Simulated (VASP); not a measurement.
Write the native input for VASP 6.6.1 that does the following.

| Quantity | Value |
| --- | --- |
| Task | single point |
| Functional | PBEsol |
| Potentials or basis | VASP PAW PBE potentials, release 64 (I, K_sv) |
| Cutoff | 520 eV |
| k mesh | 7 × 7 × 7 |
| Occupations | fermi-dirac, width 0.05 eV |
| Spin | no spin polarisation |
| Dipole correction | no |
| Further INCAR settings | ALGO = Normal; EDIFF = 1e-06; NBANDS = 15 |

The structure of KI lies in POSCAR:

```
KI
1.0
    0.0000000000      3.5090643863      3.5090643863
    3.5090643863      0.0000000000      3.5090643863
    3.5090643863      3.5090643863      0.0000000000
I K
1 1
Direct
    0.5000000000      0.5000000000      0.5000000000
    0.0000000000      0.0000000000      0.0000000000
```

This cell differs from its parent crystal: volume scaled by 0.98.

These files were run (other wordings do the same):

INCAR

```
PREC     = Accurate       # precision mode
ENCUT    = 520            # plane-wave cutoff, eV
EDIFF    = 1E-6           # SCF threshold, eV
ISMEAR   = -1             # smearing method
SIGMA    = 0.05           # smearing width, eV
LREAL    = False          # projectors in reciprocal space
LASPH    = True           # aspherical terms in the spheres
NELM     = 100            # most SCF steps
ALGO     = Normal         # electronic algorithm
ISIF     = 2              # what is computed and relaxed
LWAVE    = False          # write WAVECAR
LCHARG   = True           # write CHGCAR
GGA      = PS             # functional
LELF     = True           # ELF
LVHAR    = True         
NBANDS   = 15             # bands
```

KPOINTS

```
regular mesh
0
Gamma
  7 7 7
```

Potentials or basis: VASP PAW PBE potentials, release 64 (I, K_sv).

Launch:

```console
$ cat potpaw_PBE.64/I/POTCAR potpaw_PBE.64/K_sv/POTCAR > POTCAR
$ mpirun -np 1 vasp_std > vasp.out
```

It gave:

```
Pressure               : 0.0 GPa
Band gap on the k mesh : 3.86 eV, direct
```

Caveat: the PAW data sets were made with another functional, which shifts forces and pressure a little; spin-orbit coupling is left out, which moves the levels of the heavy elements.

Run time: 51 s on 1 thread of Intel Xeon 8259CL, on a shared host, peak memory 0.24 GiB.
